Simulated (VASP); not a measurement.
Write the native input for VASP 6.6.1 that does the following.

| Item | Value |
| --- | --- |
| Task | single point |
| Functional | LDA |
| Potentials or basis | VASP PAW LDA potentials, release 64 (Cr_pv) |
| Cutoff | 520 eV |
| k mesh | 9 × 9 × 13 |
| Occupations | fermi-dirac, width 0.1 eV |
| Spin | no spin polarisation |
| Dipole correction | no |
| Further INCAR settings | ALGO = Normal; EDIFF = 1e-06; NBANDS = 25 |

The structure of Cr lies in POSCAR:

```
Cr
1.0
    4.1515035880      0.0000000000      0.0000000000
   -2.0757517940      3.5953075711      0.0000000000
    0.0000000000      0.0000000000      2.2300402052
Cr
3
Direct
    1.0000000000      0.0000000000      0.0000000000
    0.3333333333      0.6666666667      0.5000000000
    0.6666666667      0.3333333333      0.5000000000
```

This isn't the form of Cr at room conditions, which is bcc.

The input as run:

INCAR

```
ALGO     = Normal         # electronic algorithm
EDIFF    = 1E-6           # SCF threshold, eV
ENCUT    = 520            # plane-wave cutoff, eV
GGA      = CA             # functional
ISIF     = 2              # what is computed and relaxed
ISMEAR   = -1             # smearing method
LASPH    = T              # aspherical terms in the spheres
LCHARG   = F              # write CHGCAR
LREAL    = F              # projectors in reciprocal space
LWAVE    = F              # write WAVECAR
NBANDS   = 25             # bands
NELM     = 60             # most SCF steps
PREC     = Accurate       # precision mode
SIGMA    = 0.1            # smearing width, eV
```

KPOINTS

```
k-points
0
Gamma
  9 9 13
```

Potentials or basis: VASP PAW LDA potentials, release 64 (Cr_pv).

Command:

```bash
$ cat potpaw_LDA.64/Cr_pv/POTCAR > POTCAR
$ mpirun -np 1 vasp_std > vasp.out
```

Results of the run:

```
Pressure               : 0.3 GPa
Band gap on the k mesh : zero (bands 18 and 19 overlap by 0.87 eV)
```

Caveat: the run has no spin polarisation, though such a crystal can be magnetic.

Run time: 63 s on 1 thread of AMD EPYC 7R43 64-Core Processor (Zen 3), on a shared host, peak memory 0.13 GiB.
